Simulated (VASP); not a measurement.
Input of a VASP 6.6.1 run:

The input INCAR:

```
ALGO = Fast
EDIFF = 1E-6
ENCUT = 520
GGA = PE
ISIF = 2
ISMEAR = 0
LASPH = True
LCHARG = True
LELF = True
LREAL = False
LVHAR = True
LWAVE = False
NBANDS = 51
NELM = 60
PREC = Accurate
SIGMA = 0.1
```

File KPOINTS:

```
k-points
0
Gamma
  7 5 16
```

Contents of POSCAR:

```
Ru
1.0
    5.0976115221      0.0000000000      0.0000000000
   -2.5488057611      7.6464172832      0.0000000000
   -1.5046738811      0.9798920839      2.0974167755
Ru
6
Direct
    0.2500000000      0.4444444444      0.5833333333
    0.2500000000      0.1111111111      0.5833333333
    0.2500000000      0.7777777778      0.5833333333
    0.7500000000      0.5555555556      0.4166666667
    0.7500000000      0.2222222222      0.4166666667
    0.7500000000      0.8888888889      0.4166666667
```

Potentials or basis: VASP PAW PBE potentials, release 64 (Ru_pv).

Command:

```bash
$ cat potpaw_PBE.64/Ru_pv/POTCAR > POTCAR
$ mpirun -np 1 vasp_std > vasp.out
```

Problem. What does it give for the largest force?

Solution. 0.186 eV/Å.

Problem. Estimate the band gap on the k mesh.

Solution. Zero (bands 42 and 43 overlap by 2.36 eV).

Problem. What does it give for the pressure?

Solution. 4.1 GPa.

Stress tensor (GPa, compression positive):
```
 1.75  9.09  0.30
 9.09 13.98 -0.03
 0.30 -0.03 -3.43
```

Caveat: the stress differs along the axes, from -3 to 14 GPa.
